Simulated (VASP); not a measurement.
# SrTiO3: single point with PBE

SrTiO3:

```
Sr Ti O
1.0
     3.90500    0.00000    0.00000
     0.00000    3.90500    0.00000
     0.00000    0.00000    4.02215
Sr Ti O
1 1 3
Direct
  0.00000 0.00000 0.00000
  0.50000 0.50000 0.50000
  0.00000 0.50000 0.50000
  0.50000 0.00000 0.50000
  0.50000 0.50000 0.00000
```

This cell differs from its parent crystal: zz strain of +3 %.

```json
{"Program": "VASP 6.6.1", "Task": "single point", "Functional": "PBE", "Potentials or basis": "VASP PAW PBE potentials, release 64 (Sr_sv, Ti_sv, O)", "Cutoff": "520 eV", "k mesh": "7 × 7 × 7", "Occupations": "fermi-dirac, width 0.05 eV", "Spin": "no spin polarisation", "Dipole correction": "no", "Further INCAR settings": "ALGO = Normal; EDIFF = 1e-06; NBANDS = 28"}
```

```json
{
 "Pressure": "-0.1 GPa",
 "Band gap on the k mesh": "1.84 eV, indirect (least direct gap 2.15 eV)"
}
```

Stress tensor (GPa, compression positive):
```
 1.91  0.00  0.00
 0.00  1.91  0.00
 0.00  0.00 -4.13
```

Levels at points of the mesh, in eV from the valence-band top:
| k point | band 16 | band 17 | band 18 | band 19 | band 20 | band 21 | band 22 | band 23 | band 24 | band 25 |
| --- | --- | --- | --- | --- | --- | --- | --- | --- | --- | --- |
| (0.00, 0.00, 0.00) | -1.03 | -1.03 | -0.33 | -0.31 | -0.31 | 1.84 | 1.84 | 1.89 | 4.02 | 4.27 |

Wall time 2.2 min on 1 thread of AMD EPYC 7R13, on a shared host, peak memory 0.19 GiB.

Caveat: the cell differs from its parent crystal (zz strain of +3 %). A k mesh can miss the band edges.
